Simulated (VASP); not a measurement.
# InSb (I4/mmm) in VASP: a series of runs, part 2 of 2

VASP 6.6.1. The steps go on from the part before.

### Step 4. Single point, r2SCAN

This run uses another cell than the first one, of the same volume but with other edges.

Contents of POSCAR:

```
InSb
1.0
    0.0000000000      2.9774021159      3.2751423275
    2.9774021159      0.0000000000      3.2751423275
    2.9774021159      2.9774021159      0.0000000000
In Sb
1 1
Direct
    0.0000000000      0.0000000000      0.0000000000
    0.5000000000      0.5000000000      0.5000000000
```

Contents of INCAR.step1:

```
SYSTEM = InSb
  ALGO = Normal
  EDIFF = 1E-4
  ENCUT = 520
  GGA = PE
  ISMEAR = 0
  LASPH = .True.
  LCHARG = .False.
  LREAL = .False.
  LWAVE = .True.
  NBANDS = 16
  NELM = 100
  PREC = Accurate
  SIGMA = 0.15
```

Contents of INCAR.step2:

```
SYSTEM = InSb
  ALGO = Normal
  EDIFF = 1E-6
  ENCUT = 520
  ISIF = 2
  ISMEAR = 0
  ISTART = 1
  LASPH = .True.
  LCHARG = .False.
  LMIXTAU = .True.
  LREAL = .False.
  LWAVE = .False.
  METAGGA = R2SCAN
  NBANDS = 16
  NELM = 100
  PREC = Accurate
  SIGMA = 0.15
```

Contents of KPOINTS:

```
k-points
0
Gamma
  6 6 6
  0 0 0
```

Launch:

```bash
cat potpaw_PBE.64/In_d/POTCAR potpaw_PBE.64/Sb/POTCAR > POTCAR
cp INCAR.step1 INCAR
mpirun -np 1 vasp_std > vasp.out
cp INCAR.step2 INCAR
mpirun -np 1 vasp_std > vasp.out
```

It took 86 s on 1 thread of AMD EPYC 7R13, shared host; peak memory 0.19 GiB.

The run converged. Its results:

| Item | Value |
| --- | --- |
| Free energy | -48.3214 eV |
| Pressure | -0.5 GPa |
| Band gap on the k mesh | zero (bands 9 and 10 overlap by 2.55 eV) |

Stress tensor (GPa, compression positive):
```
 1.46  0.00  0.00
 0.00  1.46  0.00
 0.00  0.00 -4.39
```

Levels at points of the mesh, in eV from the Fermi level:
```tsv
k point	band 7	band 8	band 9	band 10	band 11	band 12
(0.00, 0.00, 0.00)	-0.54	-0.54	-0.16	0.40	4.71	6.09
(0.50, 0.00, 0.00)	-6.75	-0.12	0.46	1.86	2.84	2.96
(0.50, 0.50, 0.00)	-4.60	-2.70	-2.09	-2.09	3.76	8.97
(0.50, 0.00, 0.50)	-4.71	-3.68	-2.99	-1.89	3.42	7.10
```

Caveat: the stress differs along the axes, from -4 to 1 GPa; the PAW data sets were made with another functional, which shifts forces and pressure a little; spin-orbit coupling is left out, which moves the levels of the heavy elements.

### Step 5. Single point, r2SCAN

This run uses another cell than the first one, of the same volume but with other edges.

Contents of POSCAR:

```
InSb
1.0
    0.0000000000      3.5481115792      2.3062725265
    3.5481115792      0.0000000000      2.3062725265
    3.5481115792      3.5481115792      0.0000000000
In Sb
1 1
Direct
    0.0000000000      0.0000000000      0.0000000000
    0.5000000000      0.5000000000      0.5000000000
```

Contents of INCAR.step1:

```
SYSTEM = InSb
PREC = Accurate ; ENCUT = 520
ISMEAR = 0 ; SIGMA = 0.15
LREAL = .False. ; LASPH = .True.
NELM = 80 ; NBANDS = 16
GGA = PE ; ALGO = Normal
EDIFF = 1E-4 ; LWAVE = .True.
LCHARG = .False.
```

Contents of INCAR.step2:

```
SYSTEM = InSb
PREC = Accurate ; ENCUT = 520
EDIFF = 1E-6 ; ISMEAR = 0
SIGMA = 0.15 ; LREAL = .False.
LASPH = .True. ; NELM = 80
ALGO = Normal ; ISIF = 2
LWAVE = .False. ; LCHARG = .False.
METAGGA = R2SCAN ; LMIXTAU = .True.
NBANDS = 16 ; ISTART = 1
```

Contents of KPOINTS:

```
Automatic mesh
0
Gamma
  6 6 6
  0 0 0
```

Launch:

```bash
cat potpaw_PBE.64/In_d/POTCAR potpaw_PBE.64/Sb/POTCAR > POTCAR
cp INCAR.step1 INCAR
mpirun -np 1 vasp_std > vasp.out
cp INCAR.step2 INCAR
mpirun -np 1 vasp_std > vasp.out
```

Wall time 1.9 min (1 thread of AMD EPYC 7R13, shared host); peak memory 0.18 GiB.

The run converged. Its results:

```
Free energy            : -44.9994 eV
Pressure               : 26.2 GPa
Band gap on the k mesh : zero (bands 9 and 10 overlap by 2.47 eV)
```

Stress tensor (GPa, compression positive):
```
-1.30  0.00  0.00
 0.00 -1.30  0.00
 0.00  0.00 81.30
```

Levels at points of the mesh, in eV from the Fermi level:
| k point | band 7 | band 8 | band 9 | band 10 | band 11 | band 12 |
| --- | --- | --- | --- | --- | --- | --- |
| (0.00, 0.00, 0.00) | -3.06 | 0.19 | 0.19 | 1.51 | 4.01 | 4.01 |
| (0.50, 0.00, 0.00) | -7.56 | -0.66 | -0.50 | 0.79 | 1.14 | 8.17 |
| (0.50, 0.50, 0.00) | -4.77 | -3.81 | -3.81 | -2.18 | 2.49 | 8.42 |
| (0.50, 0.00, 0.50) | -5.04 | -3.88 | -0.44 | 0.45 | 3.50 | 5.18 |

Caveat: the stress differs along the axes, from -1 to 81 GPa; the PAW data sets were made with another functional, which shifts forces and pressure a little; spin-orbit coupling is left out, which moves the levels of the heavy elements.

### Step 6. Single point, r2SCAN

This run uses another cell than the first one, of the same volume but with other edges.

Contents of POSCAR:

```
InSb
1.0
    0.0000000000      2.6849609149      4.0274413724
    2.6849609149      0.0000000000      4.0274413724
    2.6849609149      2.6849609149      0.0000000000
In Sb
1 1
Direct
    0.0000000000      0.0000000000      0.0000000000
    0.5000000000      0.5000000000      0.5000000000
```

Contents of INCAR.step1:

```
SYSTEM = InSb
ALGO = Normal ; EDIFF = 1E-4
ENCUT = 520 ; GGA = PE
ISMEAR = 0 ; LASPH = .True.
LCHARG = .False. ; LREAL = .False.
LWAVE = .True. ; NBANDS = 16
NELM = 100 ; PREC = Accurate
SIGMA = 0.15
```

Contents of INCAR.step2:

```
SYSTEM = InSb
ALGO = Normal ; EDIFF = 1E-6
ENCUT = 520 ; ISIF = 2
ISMEAR = 0 ; ISTART = 1
LASPH = .True. ; LCHARG = .False.
LMIXTAU = .True. ; LREAL = .False.
LWAVE = .False. ; METAGGA = R2SCAN
NBANDS = 16 ; NELM = 100
PREC = Accurate ; SIGMA = 0.15
```

Contents of KPOINTS:

```
k-points
0
Gamma
  6 6 6
  0 0 0
```

Potentials or basis: VASP PAW PBE potentials, release 64 (In_d, Sb).

Launch:

```bash
cat potpaw_PBE.64/In_d/POTCAR potpaw_PBE.64/Sb/POTCAR > POTCAR
cp INCAR.step1 INCAR
mpirun -np 1 vasp_std > vasp.out
cp INCAR.step2 INCAR
mpirun -np 1 vasp_std > vasp.out
```

OUTCAR:

```text
SYSTEM = InSb
   EDIFF = 1E-6
   ENCUT = 520
   ISIF = 2
   ISMEAR = 0
   ISTART = 1
   LASPH = .True.
   LREAL = .False.
   METAGGA = R2SCAN
   NELM = 100
   PREC = Accurate

 ion  position               nearest neighbor table
   1  0.000  0.000  0.000-   2 2.68   2 2.68   2 2.68   2 2.68
   2  0.500  0.500  0.500-   1 2.68   1 2.68   1 2.68   1 2.68

  LATTYP: Found a body centered tetragonal cell.
 ALAT       =     3.7971081403
 C/A-ratio  =     2.1213203436

  Lattice vectors:

 A1 = (  -2.6849609149,   0.0000000000,   4.0274413724)
 A2 = (   2.6849609149,   0.0000000000,   4.0274413724)
 A3 = (   0.0000000000,   2.6849609149,  -4.0274413724)

Analysis of symmetry for initial positions (statically):
=====================================================================
 Subroutine PRICEL returns:
 Original cell was already a primitive cell.

 Routine SETGRP: Setting up the symmetry group for a
 body centered tetragonal supercell.

 Subroutine GETGRP returns: Found 16 space group operations
 (whereof 16 operations were pure point group operations)
 out of a pool of 16 trial point group operations.

[... 161 lines left out ...]

 E-fermi :   6.4571     XC(G=0): -10.0349

 val. band max:        6.4371341576   @ k =  -0.3333   0.0000   0.3333
 cond. band min:       6.4661993762   @ k =  -0.3333   0.1667   0.5000
 fundamental gap:      0.0290652186
 Fermi energy:         6.4571279025

 k-point     1 :       0.0000    0.0000    0.0000
  band No.  band energies     occupation
      1      -9.2357      2.00000
      2      -9.0716      2.00000
      3      -9.0698      2.00000
      4      -8.9263      2.00000
      5      -8.9263      2.00000
      6      -5.5215      2.00000
[... 433 lines left out ...]
      3      -8.9673      2.00000
      4      -8.9480      2.00000
      5      -8.8933      2.00000
      6      -2.1932      2.00000
[... 8 lines left out ...]
     15      17.6284      0.00000
     16      18.5515      0.00000

 [... further k-points ...]

------------------------ aborting loop because EDIFF is reached ----------------------------------------

  FORCE on cell =-STRESS in cart. coord.  units (eV):
  Direction    XX          YY          ZZ          XY          YZ          ZX
  --------------------------------------------------------------------------------------
  -------------------------------------------------------------------------------------
  Total        8.0902539      8.0902539     -0.9737771      0.0000000     -0.0000000     -0.0000000
  in kB      223.2222973    223.2222973    -26.8679781      0.0000000     -0.0000000     -0.0000000
  external PRESSURE =     139.8588721 kB  Pullay stress =       0.0000000 kB

 VOLUME and BASIS-vectors are now :
 -----------------------------------------------------------------------------
  energy-cutoff  :      520.00
  volume of cell :       58.07
      direct lattice vectors                 reciprocal lattice vectors
     0.000000000  2.684960915  4.027441372    -0.186222450  0.186222450  0.124148300
     2.684960915  0.000000000  4.027441372     0.186222450 -0.186222450  0.124148300
     2.684960915  2.684960915  0.000000000     0.186222450  0.186222450 -0.124148300

 POSITION                                       TOTAL-FORCE (eV/Angst)
 -----------------------------------------------------------------------------------
      0.00000      0.00000      0.00000        -0.000000     -0.000000      0.000000
      2.68496      2.68496      4.02744         0.000000      0.000000      0.000000
 -----------------------------------------------------------------------------------
    total drift:                               -0.000000     -0.000000      0.000000

  FREE ENERGIE OF THE ION-ELECTRON SYSTEM (eV)
  ---------------------------------------------------
  free  energy   TOTEN  =       -47.2104689403 eV

  energy  without entropy=      -47.1981760288  energy(sigma->0) =      -47.20432248
```

OUTCAR.step1:

```text
SYSTEM = InSb
   EDIFF = 1E-4
   ENCUT = 520
   GGA = PE
   ISMEAR = 0
   LASPH = .True.
   LREAL = .False.
[... 677 lines left out ...]
      0.00000      0.00000      0.00000         0.000000      0.000000      0.000000
      2.68496      2.68496      4.02744        -0.000000      0.000000      0.000000
 -----------------------------------------------------------------------------------
    total drift:                               -0.000000     -0.000000      0.000000

  FREE ENERGIE OF THE ION-ELECTRON SYSTEM (eV)
  ---------------------------------------------------
  free  energy   TOTEN  =        -5.4282037748 eV

  energy  without entropy=       -5.4152677292  energy(sigma->0) =       -5.42173575
```

Run time: 87 s. Hardware: 1 thread of AMD EPYC 7R13, shared host; peak memory 0.18 GiB.

Results:

- Free energy: -47.2105 eV
- Pressure: 14.0 GPa
- Band gap on the k mesh: zero (bands 9 and 10 overlap by 2.31 eV)

Caveat: the stress differs along the axes, from -3 to 22 GPa; the PAW data sets were made with another functional, which shifts forces and pressure a little; spin-orbit coupling is left out, which moves the levels of the heavy elements.

### Step 7. Single point, r2SCAN

This run uses another cell than the first one, of the same volume but with other edges.

Contents of POSCAR:

```
InSb
1.0
    0.0000000000      3.1156211503      2.9909963043
    3.1156211503      0.0000000000      2.9909963043
    3.1156211503      3.1156211503      0.0000000000
In Sb
1 1
Direct
    0.0000000000      0.0000000000      0.0000000000
    0.5000000000      0.5000000000      0.5000000000
```

Contents of INCAR.step1:

```
SYSTEM = InSb
  PREC = Accurate
  ENCUT = 520
  ISMEAR = 0
  SIGMA = 0.15
  LREAL = .False.
  LASPH = .True.
  NELM = 80
  NBANDS = 16
  GGA = PE
  ALGO = Normal
  EDIFF = 1E-4
  LWAVE = .True.
  LCHARG = .False.
```

Contents of INCAR.step2:

```
SYSTEM = InSb
  PREC = Accurate
  ENCUT = 520
  EDIFF = 1E-6
  ISMEAR = 0
  SIGMA = 0.15
  LREAL = .False.
  LASPH = .True.
  NELM = 80
  ALGO = Normal
  ISIF = 2
  LWAVE = .False.
  LCHARG = .False.
  METAGGA = R2SCAN
  LMIXTAU = .True.
  NBANDS = 16
  ISTART = 1
```

Contents of KPOINTS:

```
regular mesh
0
Gamma
  6 6 6
  0 0 0
```

Launch:

```bash
cat potpaw_PBE.64/In_d/POTCAR potpaw_PBE.64/Sb/POTCAR > POTCAR
cp INCAR.step1 INCAR
mpirun -np 1 vasp_std > vasp.out
cp INCAR.step2 INCAR
mpirun -np 1 vasp_std > vasp.out
```

It took 78 s on 1 thread of AMD EPYC 7R13, shared host; peak memory 0.18 GiB.

The run converged. Its results:

* Free energy: -48.3686 eV
* Pressure: -1.2 GPa
* Band gap on the k mesh: zero (bands 9 and 10 overlap by 2.88 eV)

Stress tensor (GPa, compression positive):
```
-2.22  0.00  0.00
 0.00 -2.22  0.00
 0.00  0.00  0.85
```

Levels at points of the mesh, in eV from the Fermi level:
```
           k point  band 5  band 6  band 7  band 8  band 9  band 10  band 11  band 12  band 13  band 14
(0.00, 0.00, 0.00)  -15.10  -11.47   -0.53   -0.24   -0.07    -0.07     5.91     5.91     6.36     6.36
(0.50, 0.00, 0.00)  -15.08   -9.59   -6.72    0.09    0.27     2.29     2.38     2.84     3.48    10.54
(0.50, 0.50, 0.00)  -15.06   -8.63   -4.69   -3.70   -2.45    -2.45     3.37     8.51     8.51    10.94
(0.50, 0.00, 0.50)  -15.06   -8.98   -4.66   -3.29   -2.52    -2.04     3.54     8.02     9.37    10.50
```

Caveat: the PAW data sets were made with another functional, which shifts forces and pressure a little; spin-orbit coupling is left out, which moves the levels of the heavy elements.

### Step 8. Summary

```tsv
cell	gap on the mesh (eV)	pressure (GPa)
a = 4.619, b = 4.619, c = 3.983 Å, angles 64.5, 64.5, 51.1°, 2 atoms	none	5.0
a = 4.294, b = 4.294, c = 4.469 Å, angles 58.6, 58.6, 62.7°, 2 atoms	none	-0.5
a = 4.426, b = 4.426, c = 4.211 Å, angles 61.6, 61.6, 56.8°, 2 atoms	none	-0.5
a = 4.232, b = 4.232, c = 5.018 Å, angles 53.6, 53.6, 72.7°, 2 atoms	none	26.2
a = 4.840, b = 4.840, c = 3.797 Å, angles 66.9, 66.9, 46.2°, 2 atoms	none	14.0
a = 4.319, b = 4.319, c = 4.406 Å, angles 59.3, 59.3, 61.3°, 2 atoms	none	-1.2
```

Alike in all rows: task single point; level r2SCAN; potentials or basis VASP PAW PBE potentials, release 64 (In_d, Sb); no spin polarisation; k mesh 6 × 6 × 6; cutoff (eV) 520; smearing gaussian 0.15 eV.

Caveats: the PAW data sets were made with another functional, which shifts forces and pressure a little; spin-orbit coupling is left out, which moves the levels of the heavy elements; the stress differs along the axes, from -6 to 10 GPa (at least some runs); the stress differs along the axes, from -3 to 4 GPa (at least some runs); the stress differs along the axes, from -4 to 1 GPa (at least some runs); the stress differs along the axes, from -1 to 81 GPa (at least some runs); the stress differs along the axes, from -3 to 22 GPa (at least some runs).

Total energies depend on the potentials used, so only differences within one code and one set of settings carry meaning.

The gap in the log of VASP goes by the Fermi energy; the results here count the filled bands.